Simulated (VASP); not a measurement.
Input of a VASP 6.6.1 run:

The input INCAR:

```
SYSTEM = Ca
ALGO     = Normal         ! electronic algorithm
EDIFF    = 1E-6           ! SCF threshold, eV
ENCUT    = 520            ! plane-wave cutoff, eV
GGA      = PE             ! functional
ISIF     = 2              ! what is computed and relaxed
ISMEAR   = -1             ! smearing method
LASPH    = .TRUE.         ! aspherical terms in the spheres
LCHARG   = .FALSE.        ! write CHGCAR
LREAL    = .FALSE.        ! projectors in reciprocal space
LWAVE    = .FALSE.        ! write WAVECAR
NBANDS   = 17             ! bands
NELM     = 60             ! most SCF steps
PREC     = Accurate       ! precision mode
SIGMA    = 0.08           ! smearing width, eV
```

Contents of KPOINTS:

```
k-points
0
G
  10 10 10
  0 0 0
```

POSCAR

```
Ca
1.0
    0.0000000000      3.9583380665      3.9583380665
    3.9583380665      0.0000000000      3.9583380665
    3.9583380665      3.9583380665      0.0000000000
Ca
2
Direct
   -0.1250000000     -0.1250000000     -0.1250000000
    0.1250000000      0.1250000000      0.1250000000
```

Potentials or basis: VASP PAW PBE potentials, release 64 (Ca_sv).

Command:

```sh
$ cat potpaw_PBE.64/Ca_sv/POTCAR > POTCAR
$ mpirun -np 1 vasp_std > vasp.out
```

(1) Predict the band gap on the k mesh.

(2) Predict the pressure.

## Answers

(1) zero (bands 10 and 11 overlap by 1.01 eV).

(2) 1.4 GPa.
